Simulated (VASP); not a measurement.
# ZnSe3 (P6_3/mmc) in VASP: relaxation of cell and atoms with PBE

Aim: the relaxation of cell and atoms of ZnSe3 with PBE.

Program: VASP 6.6.1. These are calculated values, not measurements. Logs are shortened: lines on timing, memory, paths and dates and some standing lists are left out, and cuts for length are marked.

## (1) The cell of the first run

Symmetry: P6_3/mmc, No. 194, hexagonal system. The conventional cell has a = 7.645 Å, b = 7.645 Å, c = 4.205 Å, α = 90.00°, β = 90.00°, γ = 120.00°. Within 3.2 Å of Zn (site symmetry -6m2) lie 3 Se at 2.40 Å. Se (site symmetry mm2) has 1 Zn at 2.40 Å and 4 Se at 2.91 Å within 3.2 Å.

The cell was generated, and may not be a known phase.

## (2) Relaxation of cell and atoms, PBE

Contents of INCAR:

```
PREC = Accurate
ENCUT = 500
EDIFF = 1E-7
ISMEAR = 0
SIGMA = 0.1
LREAL = F
LASPH = T
NELM = 120
ALGO = Normal
ISIF = 3
LWAVE = F
LCHARG = F
GGA = PE
IBRION = 2
NSW = 100
EDIFFG = -0.01
GGA_COMPAT = F
NELMIN = 4
```

Contents of KPOINTS:

```
Automatic mesh
0
Gamma
  6 6 10
```

Contents of POSCAR:

```
ZnSe3
1.0
    7.6446595426      0.0000000000      0.0000000000
   -3.8223297713      6.6204693672      0.0000000000
    0.0000000000      0.0000000000      4.2047226495
Zn Se
2 6
Direct
    0.3333333333      0.6666666667      0.7500000000
    0.6666666667      0.3333333333      0.2500000000
    0.8481043406      0.6962086813      0.2500000000
    0.3037913187      0.1518956594      0.2500000000
    0.8481043406      0.1518956594      0.2500000000
    0.1518956594      0.3037913187      0.7500000000
    0.6962086813      0.8481043406      0.7500000000
    0.1518956594      0.8481043406      0.7500000000
```

Potentials or basis: VASP PAW PBE potentials, release 64 (Zn, Se).

Started as:

```console
cat potpaw_PBE.64/Zn/POTCAR potpaw_PBE.64/Se/POTCAR > POTCAR
mpirun -np 1 vasp_std > vasp.out
```

OUTCAR:

```text
PREC = Accurate
   ENCUT = 500
   EDIFF = 1E-7
   ISMEAR = 0
   LREAL = F
   LASPH = T
   NELM = 120
   ISIF = 3
   GGA = PE
   IBRION = 2
   NSW = 100
   EDIFFG = -0.01
   NELMIN = 4

 ion  position               nearest neighbor table
   1  0.333  0.667  0.750-   8 2.40   7 2.40   6 2.40
   2  0.667  0.333  0.250-   5 2.40   4 2.40   3 2.40
   3  0.848  0.696  0.250-   2 2.40
   4  0.304  0.152  0.250-   2 2.40
   5  0.848  0.152  0.250-   2 2.40
   6  0.152  0.304  0.750-   1 2.40
   7  0.696  0.848  0.750-   1 2.40
   8  0.152  0.848  0.750-   1 2.40

  LATTYP: Found a hexagonal cell.
 ALAT       =     7.6446595426
 C/A-ratio  =     0.5500209167

  Lattice vectors:

 A1 = (   7.6446595426,   0.0000000000,   0.0000000000)
 A2 = (  -3.8223297713,   6.6204693672,   0.0000000000)
 A3 = (   0.0000000000,   0.0000000000,   4.2047226495)

Analysis of symmetry for initial positions (statically):
=====================================================================
 Subroutine PRICEL returns:
 Original cell was already a primitive cell.

 Routine SETGRP: Setting up the symmetry group for a
 hexagonal supercell.

 Subroutine GETGRP returns: Found 24 space group operations
 (whereof 12 operations were pure point group operations)
 out of a pool of 24 trial point group operations.

The static configuration has the point symmetry D_3d.
 The point group associated with its full space group is D_6h.

Analysis of symmetry for dynamics (positions and initial velocities):
=====================================================================
 Subroutine PRICEL returns:
 Original cell was already a primitive cell.

 Routine SETGRP: Setting up the symmetry group for a
 hexagonal supercell.

 Subroutine GETGRP returns: Found 24 space group operations
 (whereof 12 operations were pure point group operations)
 out of a pool of 24 trial point group operations.

The dynamic configuration has the point symmetry D_3d.
 The point group associated with its full space group is D_6h.

 Subroutine INISYM returns: Found 24 space group operations
 (whereof 12 operations are pure point group operations),
 and found     1 'primitive' translations

----------------------------------------------------------------------------------------

                                     Primitive cell

  volume of cell :     212.8062

  direct lattice vectors                    reciprocal lattice vectors
     7.644659543  0.000000000  0.000000000     0.130810273  0.075523346  0.000000000
    -3.822329771  6.620469367  0.000000000     0.000000000  0.151046692  0.000000000
     0.000000000  0.000000000  4.204722649     0.000000000  0.000000000  0.237827815

  length of vectors
     7.644659543  7.644659543  4.204722649     0.151046692  0.151046692  0.237827815

  position of ions in fractional coordinates (direct lattice)
     0.333333333  0.666666667  0.750000000
     0.666666667  0.333333333  0.250000000
     0.848104341  0.696208681  0.250000000
     0.303791319  0.151895659  0.250000000
     0.848104341  0.151895659  0.250000000
     0.151895659  0.303791319  0.750000000
     0.696208681  0.848104341  0.750000000
     0.151895659  0.848104341  0.750000000

  ion indices of the primitive-cell ions
   primitive index   ion index
                 1           1
                 2           2
                 3           3
                 4           4
                 5           5
                 6           6
                 7           7
                 8           8

----------------------------------------------------------------------------------------

 KPOINTS: Automatic mesh

Automatic generation of k-mesh.
 Grid dimensions read from file:
 generate k-points for:    6    6   10

 Generating k-lattice:

  Cartesian coordinates                     Fractional coordinates (reciprocal lattice)
     0.021801712  0.012587224  0.000000000     0.166666667  0.000000000  0.000000000
     0.000000000  0.025174449  0.000000000     0.000000000  0.166666667  0.000000000
     0.000000000  0.000000000  0.023782781     0.000000000  0.000000000  0.100000000

  Length of vectors
     0.025174449  0.025174449  0.023782781

  Shift w.r.t. Gamma in fractional coordinates (k-lattice)
     0.000000000  0.000000000  0.000000000

 Subroutine IBZKPT returns following result:
 ===========================================

 Found     42 irreducible k-points:

 Following reciprocal coordinates:
            Coordinates               Weight
  0.000000  0.000000  0.000000      1.000000
  0.166667  0.000000  0.000000      6.000000
  0.333333  0.000000  0.000000      6.000000
  0.500000  0.000000  0.000000      3.000000
  0.166667  0.166667  0.000000      6.000000
  0.333333  0.166667  0.000000     12.000000
[... 16 lines left out ...]
  0.166667  0.000000  0.300000     12.000000
  0.333333  0.000000  0.300000     12.000000
 [... further k-points ...]
   k-points           NKPTS =     42   k-points in BZ     NKDIM =     42   number of bands    NBANDS=     36
   number of dos      NEDOS =    301   number of ions     NIONS =      8
   total plane-waves  NPLWV = 100352
   dimension x,y,z NGX =    56 NGY =   56 NGZ =   32
   dimension x,y,z NGXF=   112 NGYF=  112 NGZF=   64
   ions per type =               2   6
   NGX,Y,Z   is equivalent  to a cutoff of  12.18, 12.18, 12.65 a.u.
   NGXF,Y,Z  is equivalent  to a cutoff of  24.36, 24.36, 25.30 a.u.
 SYSTEM =  unknown system
   PREC   = accura    normal or accurate (medium, high low for compatibility)
   ISTART =      0    job   : 0-new  1-cont  2-samecut
   ICHARG =      2    charge: 1-file 2-atom 10-const
   ISPIN  =      1    spin polarized calculation?
   LNONCOLLINEAR =      F non collinear calculations
   LSORBIT =      F    spin-orbit coupling
   LASPH  =      T    aspherical Exc in radial PAW
   ENCUT  =  500.0 eV  36.75 Ry    6.06 a.u.  13.94 13.94  7.67*2*pi/ulx,y,z
   NELM   =    120;   NELMIN=  4; NELMDL= -5     # of ELM steps
   EDIFF  = 0.1E-06   stopping-criterion for ELM
   LREAL  =      F    real-space projection
   EDIFFG = -.1E-01   stopping-criterion for IOM
   NSW    =    100    number of steps for IOM
   IBRION =      2    ionic relax: 0-MD 1-quasi-New 2-CG
   NFREE  =      1    steps in history (QN), initial steepest desc. (CG)
   ISIF   =      3    stress and relaxation
   ISYM   =      2    0-nonsym 1-usesym 2-fastsym
   POTIM  = 0.5000    time-step for ionic-motion
   TEBEG  =    0.0;   TEEND  =   0.0 temperature during run
   PSTRESS=    0.0 pullay stress
   NELECT =      60.0000    total number of electrons
   NUPDOWN=      -1.0000    fix difference up-down
   EMIN   =  10.00;   EMAX   =-10.00  energy-range for DOS
   EFERMI =   0.00;   METHOD = LEGACY
   ISMEAR =     0;   SIGMA  =   0.10  broadening in eV -4-tet -1-fermi 0-gaus
   EFERMI_NEDOS =   21; number of points for ismear=-14 and -15
   IALGO  =     38    algorithm
   IMIX   =      4    mixing-type and parameters
     AMIX     =   0.40;   BMIX     =  1.00
     AMIX_MAG =   1.60;   BMIX_MAG =  1.00
  volume/ion in A,a.u.               =      26.60       179.51
  Fermi-wavevector in a.u.,A,eV,Ry     =   1.073488  2.028598 15.679031  1.152376
  Thomas-Fermi vector in A             =   2.209289
   LORBIT       =      0    0 simple, 1 ext, 2 COOP (PROOUT), +10 PAW based schemes
   GGA     = PE    functional components
   LHFCALC =     F    Hartree Fock is set to
   AEXX    =    0.0000 exact exchange contribution
   IVDW    =     0    specifies the selected vdW correction
   LEPSILON=     F    determine dielectric tensor
   LRPA    =     F    only Hartree local field effects (RPA)
 conjugate gradient relaxation of ions
 non-spin polarized calculation
 Gauss-broadening in eV      SIGMA  =   0.10
  energy-cutoff  :      500.00
  volume of cell :      212.81
 maximum number of plane-waves:      5442
 NGX is ok and might be reduce to    56
   NGX = 27   NGY = 27   NGZ = 15

--------------------------------------- Ionic step        1  -------------------------------------------

 number of electron      59.9999989 magnetization

 Free energy of the ion-electron system (eV)
  ---------------------------------------------------
  ext. energy  EPLUGINS =         0.00000000
  ---------------------------------------------------
  free energy    TOTEN  =       -22.70534646 eV

  energy without entropy =      -22.68474312  energy(sigma->0) =      -22.69504479

------------------------ aborting loop because EDIFF is reached ----------------------------------------

  FORCE on cell =-STRESS in cart. coord.  units (eV):
  Direction    XX          YY          ZZ          XY          YZ          ZX
  --------------------------------------------------------------------------------------
  -------------------------------------------------------------------------------------
  Total        0.3161402      0.3161402     -1.8715456      0.0000000      0.0000000      0.0000000
  in kB        2.3801594      2.3801594    -14.0905098      0.0000000      0.0000000      0.0000000
  external PRESSURE =      -3.1100637 kB  Pullay stress =       0.0000000 kB
[... 279 lines left out ...]
  energy  without entropy=      -22.7103078085  energy(sigma->0) =      -22.71964370

--------------------------------------- Ionic step        8  -------------------------------------------

 number of electron      59.9999983 magnetization

 Free energy of the ion-electron system (eV)
  ---------------------------------------------------
  ext. energy  EPLUGINS =         0.00000000
  ---------------------------------------------------
  free energy    TOTEN  =       -22.72902437 eV

  energy without entropy =      -22.71031575  energy(sigma->0) =      -22.71967006

 E-fermi :   2.2684     XC(G=0):  -8.9000

 val. band max:        2.2563932990   @ k =   0.3333   0.3333   0.3000
 cond. band min:       2.2740935621   @ k =   0.0000   0.0000   0.3000
 fundamental gap:      0.0177002630
 Fermi energy:         2.2684063794

 k-point     1 :       0.0000    0.0000    0.0000
  band No.  band energies     occupation
      1     -12.5161      2.00000
      2     -11.3638      2.00000
      3     -11.3638      2.00000
      4      -9.7226      2.00000
      5      -9.7226      2.00000
      6      -9.2366      2.00000
[... 925 lines left out ...]
     35       4.6781      0.00000
     36       5.2969      0.00000

 [... further k-points ...]

------------------------ aborting loop because EDIFF is reached ----------------------------------------

  FORCE on cell =-STRESS in cart. coord.  units (eV):
  Direction    XX          YY          ZZ          XY          YZ          ZX
  --------------------------------------------------------------------------------------
  -------------------------------------------------------------------------------------
  Total        0.0117890      0.0117890      0.0138890      0.0000000      0.0000000      0.0000000
  in kB        0.0899625      0.0899625      0.1059880      0.0000000      0.0000000      0.0000000
  external PRESSURE =       0.0953043 kB  Pullay stress =       0.0000000 kB
[... 23 lines left out ...]
  FREE ENERGIE OF THE ION-ELECTRON SYSTEM (eV)
  ---------------------------------------------------
  free  energy   TOTEN  =       -22.7290243721 eV

  energy  without entropy=      -22.7103157471  energy(sigma->0) =      -22.71967006

 reached required accuracy - stopping structural energy minimisation
```

Wall time 41 min (1 thread of Oxide Virtual Turin-like, shared host); peak memory 0.44 GiB.

Results:

| Quantity | Value |
| --- | --- |
| Free energy | -22.7290 eV |
| Relaxed volume | 26.24 Å³/atom |
| Relaxed cell | a = 7.676 Å, b = 7.676 Å, c = 4.114 Å, α = 90.00°, β = 90.00°, γ = 120.00° |
| Space group after relaxing (to 0.1 Å) | P6_3/mmc (No. 194) |
| Energy gained by relaxing | 3.0 meV/atom |
| Ionic steps | 8 |
| Pressure after relaxing | 0.0 GPa |
| Largest force after relaxing | 0.005 eV/Å |
| Band gap on the k mesh | zero (bands 30 and 31 overlap by 0.61 eV) |

Forces in eV/Å, atoms in the order of the input:
```
Zn   0.000  0.000  0.000
Zn   0.000  0.000  0.000
Se   0.000  0.005  0.000
Se  -0.004 -0.002  0.000
Se   0.004 -0.002  0.000
Se   0.000 -0.005  0.000
Se   0.004  0.002  0.000
Se  -0.004  0.002  0.000
```

The path:
```
step  energy change (eV)  largest force (eV/Å)  pressure (GPa)  volume (Å³)
   1              0.0000                0.1480           -0.31       212.81
   2             -0.0197                0.0283           -0.16       211.21
   3             -0.0227                0.0377           -0.05       210.32
   4             -0.0227                0.0415           -0.07       210.27
   5             -0.0232                0.0252            0.04       209.81
   6             -0.0233                0.0141            0.11       209.51
   7             -0.0236                0.0029            0.05       209.77
   8             -0.0237                0.0047            0.01       209.95
```

Final structure:
```
Zn Se
1.0
     7.67616    0.00000    0.00000
    -3.83808    6.64775    0.00000
     0.00000    0.00000    4.11441
Zn Se
2 6
Direct
  0.33333 0.66667 0.75000
  0.66667 0.33333 0.25000
  0.84843 0.69686 0.25000
  0.30314 0.15157 0.25000
  0.84843 0.15157 0.25000
  0.15157 0.30314 0.75000
  0.69686 0.84843 0.75000
  0.15157 0.84843 0.75000
```

Levels at points of the mesh, in eV from the Fermi level:
```
           k point  band 28  band 29  band 30  band 31  band 32  band 33
(0.00, 0.00, 0.00)    -1.13    -0.10    -0.10     0.17     0.17     1.14
(0.50, 0.00, 0.00)    -0.93    -0.50    -0.42    -0.03    -0.03     1.57
(0.00, 0.00, 0.50)    -1.29    -1.29    -1.29     1.37     1.37     1.37
(0.50, 0.00, 0.50)    -1.19    -0.59    -0.59     0.79     0.79     1.85
```

Caveat: semilocal functionals underestimate gaps, and a narrow one can read as zero.
